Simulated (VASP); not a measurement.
**KMgF3: relaxation of cell and atoms with PBEsol**

Crystal: KMgF3.

```
K Mg F
1.0
     4.05419    0.00000    0.00000
     0.00000    4.05419    0.00000
     0.00000    0.00000    4.05419
K Mg F
1 1 3
Direct
  0.50000 0.50000 0.50000
  0.00000 0.00000 0.00000
  0.50000 0.00000 0.00000
  0.00000 0.50000 0.00000
  0.00000 0.00000 0.50000
```

* Program: VASP 6.6.1
* Task: relaxation of cell and atoms
* Functional: PBEsol
* Potentials or basis: VASP PAW PBE potentials, release 64 (K_sv, Mg, F)
* Cutoff: 600 eV
* k mesh: 6 × 6 × 6
* Occupations: gaussian, width 0.02 eV
* Spin: no spin polarisation
* Dipole correction: no
* Further INCAR settings: ALGO = Normal; EDIFF = 1e-07; IBRION = 2; EDIFFG = -0.005; NSW = 70; ISIF = 3

The relaxed volume is 12.63 Å³/atom, the relaxed cell is a = 3.982 Å, b = 3.982 Å, c = 3.982 Å, α = 90.00°, β = 90.00°, γ = 90.00° and the space group after relaxing (to 0.1 Å) is Pm-3m (No. 221). The energy gained by relaxing is 8.1 meV/atom and the ionic steps are 3. The pressure after relaxing is 0.0 GPa. The band gap on the k mesh is 7.14 eV (least direct gap 7.47 eV).

The path:
```
step  energy change (eV)  largest force (eV/Å)  pressure (GPa)  volume (Å³)
   1              0.0000                0.0000           -3.53        66.64
   2             -0.0387                0.0000           -0.80        63.85
   3             -0.0404                0.0000           -0.02        63.16
```

Final structure:
```xyz
5
Lattice="3.9824 0.0000 0.0000 0.0000 3.9824 0.0000 0.0000 0.0000 3.9824" Properties=species:S:1:pos:R:3 pbc="T T T"
K     1.9912    1.9912    1.9912
Mg    0.0000    0.0000    0.0000
F     1.9912    0.0000    0.0000
F     0.0000    1.9912    0.0000
F     0.0000    0.0000    1.9912
```

Levels at points of the mesh, in eV from the valence-band top:
```csv
k point,band 14,band 15,band 16,band 17,band 18,band 19
"(0.00, 0.00, 0.00)",-0.32,-0.32,-0.32,7.15,9.95,9.95
"(0.50, 0.00, 0.00)",-0.88,-0.54,-0.54,9.97,10.32,11.02
"(0.50, 0.50, 0.00)",-0.91,-0.91,-0.02,10.83,11.60,12.47
"(0.50, 0.50, 0.50)",0.00,0.00,0.00,10.32,10.32,10.32
```

Run time: 67 s on 1 thread of Intel Xeon 8259CL, with other jobs on the host, peak memory 0.21 GiB.

Caveat: the PAW data sets were made with another functional, which shifts forces and pressure a little. A k mesh can miss the band edges.
